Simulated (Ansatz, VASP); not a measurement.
# Ge4IrW: VASP beside Ansatz

INCAR

```
SYSTEM = Ge4IrW
PREC = Accurate ; ENCUT = 600
EDIFF = 1E-7 ; ISMEAR = 0
SIGMA = 0.1 ; LREAL = .FALSE.
LASPH = .TRUE. ; NELM = 80
ALGO = Normal ; ISIF = 3
LWAVE = .FALSE. ; LCHARG = .FALSE.
GGA = PE ; IBRION = 2
NSW = 90 ; EDIFFG = -0.04
```

The input KPOINTS:

```
Automatic mesh
0
G
  6 6 2
  0 0 0
```

The input POSCAR:

```
Ge4IrW
1.0
    3.6540607400      0.0000000000      0.0000000000
   -1.8270303700      3.1645094300      0.0000000000
    0.0000000000      0.0000000000      7.9412215600
Ge Ir W
4 1 1
Direct
    0.3333333300      0.6666666700      0.7444408500
    0.3333333300      0.6666666700      0.2555591500
    0.6666666700      0.3333333300      0.7444408500
    0.6666666700      0.3333333300      0.2555591500
    0.0000000000      0.0000000000      0.5000000000
    0.0000000000      0.0000000000      0.0000000000
```

Input for Ansatz:

```yaml
crystal:
  lattice:
    - [3.65406074, 0.0, 0.0]
    - [-1.82703037, 3.16450943, 0.0]
    - [0.0, 0.0, 7.94122156]
  atoms:
    - { symbol: Ge, position: [0.33333333, 0.66666667, 0.74444085] }
    - { symbol: Ge, position: [0.33333333, 0.66666667, 0.25555915] }
    - { symbol: Ge, position: [0.66666667, 0.33333333, 0.74444085] }
    - { symbol: Ge, position: [0.66666667, 0.33333333, 0.25555915] }
    - { symbol: Ir, position: [0.0, 0.0, 0.5] }
    - { symbol: W, position: [0.0, 0.0, 0.0] }
basis:
  ecutwfc: 420
kpoints:
  mp_grid: { grid: [6, 6, 2] }
hamiltonian:
  xc: pbe
scf:
  occupations: { method: gaussian, width: 0.1 }
  lower_state_search: "off"
output:
  forces: true
  stress: true
  eigenvalues: true
relax:
  adjacent_minimum: "off"
  f_tol: 0.04
  max_steps: 70
  cell: { stress_tol: 0.4 }
```

Change from the starting cell: species swapped into the HfTaB4 type (P6/mmm, No. 191).

Alike in both runs: task relaxation of cell and atoms; functional PBE; k mesh 6 × 6 × 2; occupations gaussian, width 0.1 eV; no spin polarisation.

|  | VASP | Ansatz |
| --- | --- | --- |
| version | VASP 6.6.1 | Ansatz 0.2.0 |
| potentials or method | VASP PAW PBE potentials, release 64 (Ge_d, Ir, W_sv), cutoff 600 eV | scalar-relativistic, plane waves, PAW |
| valence electrons in the cell | 79 | 87 |

Ansatz gave:

```
gap on the k mesh at the Fermi level, each at its own relaxed structure (eV) : none
relaxed volume (Å³/atom)                                                     : 16.60
relaxed length of the cell vector where the two differ most in proportion (Å)              : 5.147
```

Question: Which values does VASP return?

Answer: gap on the k mesh at the Fermi level, each at its own relaxed structure (eV): none; relaxed volume (Å³/atom): 16.60; relaxed length of the cell vector where the two differ most in proportion (Å): 5.160.

A gap of «none» marks a metal or a gap that the smearing closes. VASP's potentials hold 79 valence electrons a cell and Ansatz's 87, so a difference there can come from the potentials and not from the codes.

The k mesh is coarse, so the values compare programs but aren't converged. Neither program's run includes spin-orbit coupling.
